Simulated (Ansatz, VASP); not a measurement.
**Two plane-wave programs on ReBi**

```
Re Bi
1.0
     4.56124    0.00000    0.00000
    -2.28062    3.95015    0.00000
     0.00000    0.00000    5.05343
Re Bi
2 2
Direct
  0.00000 0.00000 0.00000
  0.00000 0.00000 0.50000
  0.33333 0.66667 0.25000
  0.66667 0.33333 0.75000
```

Alike in both runs: task single point; functional LDA; k mesh 10 × 10 × 6; occupations gaussian, width 0.05 eV; no spin polarisation.

```csv
,VASP,Ansatz
version,VASP 6.6.1,Ansatz 0.2.0
potentials or method,"VASP PAW LDA potentials, release 64 (Re, Bi_d), cutoff 520 eV","scalar-relativistic, plane waves, PAW"
valence electrons in the cell,44,60
```

|  | VASP | Ansatz | Ansatz less VASP |
| --- | --- | --- | --- |
| gap on the k mesh at the Fermi level (eV) | none | none | - |
| pressure (GPa) | -7.6 | -7.7 | -0.16 |
| traceless stress, the component that is largest in VASP (GPa) | -1.23 | -1.26 | -0.033 |

LDA's correlation is that of Perdew and Zunger in VASP and of Perdew and Wang (1992) in Ansatz. A gap of «none» marks a metal or a gap that the smearing closes. VASP's potentials hold 44 valence electrons a cell and Ansatz's 60, so a difference there can come from the potentials and not from the codes.

Neither program's run includes spin-orbit coupling.
